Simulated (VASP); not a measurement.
The system is Zr.

```xyz
1
Lattice="0.0000 2.0986 2.0986 2.0986 0.0000 2.0986 2.0986 2.0986 0.0000" Properties=species:S:1:pos:R:3 pbc="T T T"
Zr    0.0000    0.0000    0.0000
```

This cell differs from its parent crystal: Mo replaced by Zr, lengths x 1.082, strained.

Base run:

```yaml
Program: VASP 6.6.1
Functional: PBEsol
Potentials_or_basis: VASP PAW PBE potentials, release 64 (Zr_sv)
Cutoff: 520 eV
k_mesh: 18 × 18 × 18
Occupations: gaussian, width 0.1 eV
Spin: no spin polarisation
```

Its results: band gap on the k mesh zero (band 6 reaches 12.55 eV, above the bottom of band 7 at 10.84 eV); pressure 24.1 GPa.

Problem. The run is repeated on the same cell with these changes: k mesh from 18 × 18 × 18 to 8 × 8 × 8; further incar settings from ALGO = Fast; EDIFF = 1e-07; NBANDS = 12 to ALGO = Normal; EDIFF = 1e-06; NBANDS = 12. What comes out?

Solution. Band gap on the k mesh zero (band 6 reaches 12.54 eV, above the bottom of band 7 at 11.07 eV); pressure 25.2 GPa.

Caveats: the PAW data sets were made with another functional, which shifts forces and pressure a little.
